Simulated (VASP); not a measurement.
**H11C7O: single point with PBE+D3(BJ)**

The system is H11C7O.

```xyz
38
Lattice="8.9094 0.0000 0.0000 0.0000 8.9094 0.0000 0.0000 0.0000 8.9094" Properties=species:S:1:pos:R:3 pbc="T T T"
C     8.2133    2.9993    5.2070
C     7.1557    3.4265    4.2062
C     4.2642    3.7715    6.7244
C     5.2204    4.7684    7.3476
C     4.5492    6.7555    3.8085
C     4.3080    7.3313    4.8427
C     7.8414    7.3187    7.3920
C     7.6212    8.0754    6.4685
C     1.0299   -0.1132    2.7467
C     0.4481   -0.0683    1.6878
C     0.0754    5.4001    1.4048
C     0.0124    4.4620    0.6452
C     3.3486    3.0721    1.5832
C     3.7635    1.9396    1.4682
O     6.3537    2.2744    3.8936
O     4.4639    5.7471    8.0906
H     5.6847    2.5305    3.2345
H     6.5290    4.2294    4.6364
H     7.6364    3.8258    3.2949
H     8.8130    3.8641    5.5288
H     7.7421    2.5523    6.0970
H     8.8888    2.2557    4.7604
H     5.0672    6.4855    8.2764
H     5.9261    4.2503    8.0237
H     5.8097    5.2734    6.5650
H     4.8264    3.0113    6.1619
H     3.6724    3.2660    7.4984
H     3.5817    4.2768    6.0279
H     4.1004    7.8291    5.7697
H     4.7678    6.2412    2.8936
H     7.4142    8.7367    5.6408
H     8.0763    6.6213    8.1853
H    -0.0548   -0.0353    0.7393
H     1.5711   -0.1448    3.6730
H    -0.0264    3.6249   -0.0233
H     0.1544    6.2575    2.0492
H     4.1041    0.9266    1.3594
H     2.9412    4.0666    1.6517
```

| Property | Result |
| --- | --- |
| Program | VASP 6.6.1 |
| Task | single point |
| Functional | PBE |
| Dispersion | D3(BJ) |
| Potentials or basis | VASP PAW PBE potentials, release 64 (C, O, H) |
| Cutoff | 520 eV |
| k mesh | 1 × 1 × 1 |
| Occupations | fermi-dirac, width 0.05 eV |
| Spin | no spin polarisation |
| Dipole correction | no |
| Further INCAR settings | LREAL = Auto; ALGO = Normal; EDIFF = 1e-06; NBANDS = 70 |

| Quantity | Value |
| --- | --- |
| Pressure | -0.5 GPa |
| Largest force | 0.243 eV/Å |
| Band gap on the k mesh | 4.82 eV |
| Dispersion energy per atom | -0.030 eV |

Forces on the atoms (eV/Å):
```
C    0.003  0.012  0.031
C    0.046  0.044  0.005
C    0.010  0.021  0.001
C    0.020 -0.090 -0.048
C    0.004 -0.016 -0.044
C   -0.005  0.019  0.015
C    0.012  0.095 -0.150
C   -0.009 -0.112  0.155
C    0.019 -0.001 -0.003
C    0.001  0.004 -0.003
C    0.016  0.058  0.020
C    0.007 -0.068 -0.063
C    0.047 -0.108 -0.019
C   -0.039  0.144  0.039
O    0.022 -0.044  0.055
O   -0.034  0.022  0.029
H   -0.085 -0.001 -0.042
H   -0.011 -0.012 -0.017
H   -0.026 -0.029  0.029
H   -0.021 -0.031 -0.027
H    0.018  0.035 -0.033
H   -0.008  0.004  0.014
H    0.043  0.069  0.021
H    0.003 -0.005  0.007
H    0.012  0.002 -0.011
H   -0.012  0.009  0.004
H   -0.013 -0.002  0.020
H   -0.008  0.017  0.002
H    0.014 -0.060 -0.042
H   -0.016  0.026  0.025
H    0.006 -0.109  0.171
H   -0.041  0.156 -0.182
H    0.022  0.012  0.072
H   -0.045 -0.017 -0.074
H   -0.009  0.020  0.040
H   -0.007 -0.035 -0.027
H   -0.033  0.136  0.056
H    0.095 -0.163 -0.028
```

Stress tensor (GPa, compression positive):
```
-0.38  0.10 -0.09
 0.10 -0.52  0.10
-0.09  0.10 -0.61
```

Levels at points of the mesh, in eV from the valence-band top:
| k point | band 42 | band 43 | band 44 | band 45 | band 46 | band 47 | band 48 | band 49 |
| --- | --- | --- | --- | --- | --- | --- | --- | --- |
| (0.00, 0.00, 0.00) | -1.15 | -1.05 | -0.19 | 0.00 | 4.82 | 4.86 | 5.08 | 5.17 |

It took 2.5 min on 1 thread of Intel Xeon 6975P-C (shared host), peak memory 0.66 GiB.

Caveat: the k points lie up to 0.71 Å⁻¹ apart.
